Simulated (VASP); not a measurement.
**Hf4Ta: single point with PBE**

The system is Hf4Ta.

```
CELL_PARAMETERS angstrom
5.96435 0.00000 0.00000
0.00000 6.99242 0.00000
0.00000 0.00000 2.99892
ATOMIC_POSITIONS crystal
Hf 0.25225 0.21942 0.00000
Hf 0.25225 0.78058 0.00000
Hf 0.74775 0.78058 0.00000
Hf 0.74775 0.21942 0.00000
Ta 0.50000 0.50000 0.50000
```

The cell was built from a structure type or drawn by symmetry, and may not be a known phase.

```json
{
  "Program": "VASP 6.6.1",
  "Task": "single point",
  "Functional": "PBE",
  "Potentials or basis": "VASP PAW PBE potentials, release 64 (Hf_pv, Ta_pv)",
  "Cutoff": "520 eV",
  "k mesh": "4 × 4 × 4",
  "Occupations": "gaussian, width 0.1 eV",
  "Spin": "no spin polarisation",
  "Dipole correction": "no",
  "Further INCAR settings": "ALGO = Fast; EDIFF = 1e-06; NBANDS = 34"
}
```

| Quantity | Value |
| --- | --- |
| Pressure | -0.3 GPa |
| Largest force | 0.048 eV/Å |
| Band gap on the k mesh | zero (an odd number of electrons rules out a gap without spin polarisation) |

Forces in eV/Å, atoms in the order of the input:
```
Hf   0.033  0.034  0.000
Hf   0.033 -0.034  0.000
Hf  -0.033 -0.034  0.000
Hf  -0.033  0.034  0.000
Ta   0.000  0.000  0.000
```

Stress tensor (GPa, compression positive):
```
-0.38  0.00  0.00
 0.00 -0.13  0.00
 0.00  0.00 -0.27
```

Levels at points of the mesh, in eV from the Fermi level:
```csv
k point,band 23,band 24,band 25,band 26,band 27,band 28
"(0.00, 0.00, 0.00)",-1.26,-0.82,-0.51,-0.21,0.89,1.09
"(0.50, 0.00, 0.00)",-1.17,-0.72,0.06,0.12,0.32,1.24
"(0.00, 0.50, 0.00)",-1.14,-0.97,-0.75,0.47,0.79,0.93
"(0.50, 0.50, 0.00)",-0.77,-0.42,0.00,0.17,0.63,0.67
"(0.00, 0.00, 0.50)",-0.75,-0.65,-0.63,-0.24,0.05,0.88
"(0.50, 0.00, 0.50)",-1.08,-0.49,-0.12,0.35,0.50,0.97
"(0.00, 0.50, 0.50)",-1.54,-0.92,0.43,0.56,0.78,1.10
"(0.50, 0.50, 0.50)",-0.61,-0.54,-0.53,-0.34,-0.17,0.54
```

Run time: 4.6 min on 1 thread of Oxide Virtual Turin-like Processor (shared host), peak memory 0.25 GiB.

Caveat: the k points lie up to 0.52 Å⁻¹ apart, too coarse for converged energies and pressures of a metal; spin-orbit coupling is left out, which moves the levels of the heavy elements.
